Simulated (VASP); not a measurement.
## Sc2GaN3: single point with PBE

The system is Sc2GaN3.

```xyz
6
Lattice="3.1564 0.0000 0.0000 -1.5782 2.7335 0.0000 0.0000 0.0000 7.5761" Properties=species:S:1:pos:R:3 pbc="T T T"
Sc    1.5782    0.9112    2.4749
Sc    0.0000    1.8224    5.1013
Ga    0.0000    0.0000    0.0000
N     0.0000    1.8224    1.1976
N     0.0000    0.0000    3.7881
N     1.5782    0.9112    6.3785
```

```yaml
Program: VASP 6.6.1
Task: single point
Functional: PBE
Potentials_or_basis: VASP PAW PBE potentials, release 64 (Sc_sv, Ga_d, N)
Cutoff: 520 eV
k_mesh: 12 × 12 × 4
Occupations: gaussian, width 0.02 eV
Spin: no spin polarisation
```

| Quantity | Value |
| --- | --- |
| Pressure | 0.9 GPa |
| Largest force | 0.033 eV/Å |
| Band gap on the k mesh | 0.82 eV (least direct gap 2.03 eV) |

Forces on the atoms (eV/Å):
```
Sc   0.000  0.000  0.008
Sc   0.000  0.000 -0.008
Ga   0.000  0.000  0.000
N    0.000  0.000 -0.033
N    0.000  0.000  0.000
N    0.000  0.000  0.033
```

Levels at points of the mesh, in eV from the valence-band top:
```tsv
k point	band 22	band 23	band 24	band 25	band 26	band 27	band 28	band 29
(0.00, 0.00, 0.00)	-1.31	-0.23	-0.23	0.00	2.48	2.93	2.93	3.54
(0.50, 0.00, 0.00)	-1.49	-1.46	-1.37	-1.29	0.82	3.32	3.97	4.92
(0.00, 0.00, 0.50)	-1.41	-1.41	-0.15	-0.15	2.88	2.96	2.96	3.97
(0.50, 0.00, 0.50)	-2.40	-2.24	-1.27	-0.70	1.46	2.97	4.24	4.92
```

It took 96 s on 1 thread of AMD EPYC 9R45 96-Core Processor (Zen 5), with other jobs on the host, peak memory 0.25 GiB.

A k mesh can miss the band edges.
